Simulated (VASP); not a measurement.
# Yb in VASP: single point with r2SCAN

Aim: the single point of Yb with r2SCAN.

Program: VASP 6.6.1. These are calculated values, not measurements. Logs are shortened: lines on timing, memory, paths and dates and some standing lists are left out, and cuts for length are marked.

## (1) The cell of the first run

The typed cell holds 2 atoms: a = 3.477 Å, b = 3.477 Å, c = 5.488 Å, α = 90.00°, β = 90.00°, γ = 120.00°.

## (2) Single point, r2SCAN

The input, POSCAR:

```
Yb
1.0
    3.4770870000      0.0000000000      0.0000000000
   -1.7385430000      3.0112460000      0.0000000000
    0.0000000000      0.0000000000      5.4880780000
Yb
2
Direct
    0.3333000000      0.6667000000      0.2500000000
    0.6666000000      0.3333000000      0.7500000000
```

The input, INCAR.step1:

```
PREC = Accurate ; ENCUT = 520
ISMEAR = -1 ; SIGMA = 0.0133
LREAL = F ; LASPH = T
NELM = 80 ; NBANDS = 31
GGA = PE ; ALGO = Normal
EDIFF = 1E-4 ; LWAVE = T
LCHARG = F
```

The input, INCAR.step2:

```
PREC = Accurate ; ENCUT = 520
EDIFF = 1E-6 ; ISMEAR = -1
SIGMA = 0.0133 ; LREAL = F
LASPH = T ; NELM = 80
ALGO = Normal ; ISIF = 2
LWAVE = F ; LCHARG = T
METAGGA = R2SCAN ; LMIXTAU = T
LELF = T ; LVHAR = T
NBANDS = 31 ; ISTART = 1
```

The input, KPOINTS:

```
regular mesh
0
Gamma
  8 8 5
```

Potentials or basis: VASP PAW PBE potentials, release 64 (Yb).

Launch:

```sh
> cat potpaw_PBE.64/Yb/POTCAR > POTCAR
> cp INCAR.step1 INCAR
> mpirun -np 1 vasp_std > vasp.out
> cp INCAR.step2 INCAR
> mpirun -np 1 vasp_std > vasp.out
```

OUTCAR:

```text
PREC = Accurate
   ENCUT = 520
   EDIFF = 1E-6
   ISMEAR = -1
   LREAL = F
   LASPH = T
   NELM = 80
   ISIF = 2
   METAGGA = R2SCAN
   ISTART = 1

 ion  position               nearest neighbor table
   1  0.333  0.667  0.250-   2 3.40   2 3.40   2 3.40   2 3.40   2 3.40   2 3.40
   2  0.667  0.333  0.750-   1 3.40   1 3.40   1 3.40   1 3.40   1 3.40   1 3.40

  LATTYP: Found a hexagonal cell.
 ALAT       =     3.4770870000
 C/A-ratio  =     1.5783551001

  Lattice vectors:

 A1 = (   3.4770870000,   0.0000000000,   0.0000000000)
 A2 = (  -1.7385430000,   3.0112460000,   0.0000000000)
 A3 = (   0.0000000000,   0.0000000000,   5.4880780000)

Analysis of symmetry for initial positions (statically):
=====================================================================
 Subroutine PRICEL returns:
 Original cell was already a primitive cell.

 Routine SETGRP: Setting up the symmetry group for a
 hexagonal supercell.

 Subroutine GETGRP returns: Found  8 space group operations
 (whereof  2 operations were pure point group operations)
 out of a pool of 24 trial point group operations.

The static configuration has the point symmetry C_2 .
 The point group associated with its full space group is D_2h.

Analysis of symmetry for dynamics (positions and initial velocities):
=====================================================================
 Subroutine PRICEL returns:
 Original cell was already a primitive cell.

 Routine SETGRP: Setting up the symmetry group for a
 hexagonal supercell.

 Subroutine GETGRP returns: Found  8 space group operations
 (whereof  2 operations were pure point group operations)
 out of a pool of 24 trial point group operations.

The dynamic configuration has the point symmetry C_2 .
 The point group associated with its full space group is D_2h.

 Subroutine INISYM returns: Found  8 space group operations
 (whereof  2 operations are pure point group operations),
 and found     1 'primitive' translations

----------------------------------------------------------------------------------------

                                     Primitive cell

  volume of cell :      57.4622

  direct lattice vectors                    reciprocal lattice vectors
     3.477087000  0.000000000  0.000000000     0.287597060  0.166044174  0.000000000
[... 74 lines left out ...]
   NGX,Y,Z   is equivalent  to a cutoff of  13.39, 13.39, 12.72 a.u.
   NGXF,Y,Z  is equivalent  to a cutoff of  26.77, 26.77, 25.45 a.u.
 SYSTEM =  unknown system
   PREC   = accura    normal or accurate (medium, high low for compatibility)
   ISTART =      1    job   : 0-new  1-cont  2-samecut
   ICHARG =      0    charge: 1-file 2-atom 10-const
   ISPIN  =      1    spin polarized calculation?
   LNONCOLLINEAR =      F non collinear calculations
   LSORBIT =      F    spin-orbit coupling
   LASPH  =      T    aspherical Exc in radial PAW
   ENCUT  =  520.0 eV  38.22 Ry    6.18 a.u.   6.47  6.47 10.20*2*pi/ulx,y,z
   NELM   =     80;   NELMIN=  2; NELMDL=  0     # of ELM steps
   EDIFF  = 0.1E-05   stopping-criterion for ELM
   LREAL  =      F    real-space projection
   EDIFFG = 0.1E-04   stopping-criterion for IOM
   NSW    =      0    number of steps for IOM
   IBRION =     -1    ionic relax: 0-MD 1-quasi-New 2-CG
   NFREE  =      0    steps in history (QN), initial steepest desc. (CG)
   ISIF   =      2    stress and relaxation
   ISYM   =      2    0-nonsym 1-usesym 2-fastsym
   POTIM  = 0.5000    time-step for ionic-motion
   TEBEG  =    0.0;   TEEND  =   0.0 temperature during run
   PSTRESS=    0.0 pullay stress
   NELECT =      48.0000    total number of electrons
   NUPDOWN=      -1.0000    fix difference up-down
   EMIN   =  10.00;   EMAX   =-10.00  energy-range for DOS
   EFERMI =   0.00;   METHOD = LEGACY
   ISMEAR =    -1;   SIGMA  =   0.01  broadening in eV -4-tet -1-fermi 0-gaus
   EFERMI_NEDOS =   21; number of points for ismear=-14 and -15
   IALGO  =     38    algorithm
   IMIX   =      4    mixing-type and parameters
     AMIX     =   0.40;   BMIX     =  1.00
     AMIX_MAG =   1.60;   BMIX_MAG =  1.00
  volume/ion in A,a.u.               =      28.73       193.89
  Fermi-wavevector in a.u.,A,eV,Ry     =   1.541799  2.913578 32.343029  2.377146
  Thomas-Fermi vector in A             =   2.647694
   LORBIT       =      0    0 simple, 1 ext, 2 COOP (PROOUT), +10 PAW based schemes
   METAGGA = R2SCAN    functional components
   LHFCALC =     F    Hartree Fock is set to
   AEXX    =    0.0000 exact exchange contribution
   IVDW    =     0    specifies the selected vdW correction
   LEPSILON=     F    determine dielectric tensor
   LRPA    =     F    only Hartree local field effects (RPA)
 non-spin polarized calculation
  energy-cutoff  :      520.00
  volume of cell :       57.46
 maximum number of plane-waves:      1569
 NGX is ok and might be reduce to    28
   NGX = 13   NGY = 13   NGZ = 21

 number of electron      47.9999978 magnetization

 Free energy of the ion-electron system (eV)
  ---------------------------------------------------
  ext. energy  EPLUGINS =         0.00000000
  ---------------------------------------------------
  free energy    TOTEN  =       -70.88614359 eV

  energy without entropy =      -70.88515981  energy(sigma->0) =      -70.88565170

 E-fermi :   2.1894     XC(G=0): -11.2512

 val. band max:        2.1851606981   @ k =   0.0000   0.3750   0.0000
 cond. band min:       2.2145358241   @ k =   0.3750   0.2500   0.0000
 fundamental gap:      0.0293751260
 Fermi energy:         2.1893532805

 k-point     1 :       0.0000    0.0000    0.0000
  band No.  band energies     occupation
      1     -50.9308      2.00000
      2     -50.8745      2.00000
      3     -23.0449      2.00000
      4     -22.4163      2.00000
      5     -22.4162      2.00000
      6     -22.3096      2.00000
[... 805 lines left out ...]
     30       6.3848      0.00000
     31       7.3928      0.00000

 [... further k-points ...]
[... 5 lines left out ...]
  --------------------------------------------------------------------------------------
  -------------------------------------------------------------------------------------
  Total        1.6817481      1.6837214      2.7137164      0.0000003     -0.0000000      0.0000000
  in kB       46.8909955     46.9460170     75.6646411      0.0000078     -0.0000000      0.0000000
  external PRESSURE =      56.5005512 kB  Pullay stress =       0.0000000 kB

 VOLUME and BASIS-vectors are now :
 -----------------------------------------------------------------------------
  energy-cutoff  :      520.00
  volume of cell :       57.46
      direct lattice vectors                 reciprocal lattice vectors
     3.477087000  0.000000000  0.000000000     0.287597060  0.166044174  0.000000000
    -1.738543000  3.011246000  0.000000000     0.000000000  0.332088444  0.000000000
     0.000000000  0.000000000  5.488078000     0.000000000  0.000000000  0.182213154

 POSITION                                       TOTAL-FORCE (eV/Angst)
 -----------------------------------------------------------------------------------
     -0.00017      2.00760      1.37202        -0.000000     -0.000116      0.000000
      1.73837      1.00365      4.11606         0.000000      0.000116     -0.000000
 -----------------------------------------------------------------------------------
    total drift:                                0.000001      0.000000      0.000000

  FREE ENERGIE OF THE ION-ELECTRON SYSTEM (eV)
  ---------------------------------------------------
  free  energy   TOTEN  =       -70.8861435887 eV

  energy  without entropy=      -70.8851598082  energy(sigma->0) =      -70.88565170
```

Run time: 7 min. Hardware: 1 thread of Intel Xeon Platinum 8559C (Emerald Rapids), shared host; peak memory 0.25 GiB.

Results:

| Item | Value |
| --- | --- |
| Free energy | -70.8861 eV |
| Pressure | 5.7 GPa |
| Band gap on the k mesh | zero (band 24 reaches 2.29 eV, above the bottom of band 25 at 2.08 eV) |

Caveat: the PAW data sets were made with another functional, which shifts forces and pressure a little; spin-orbit coupling is left out, which moves the levels of the heavy elements.
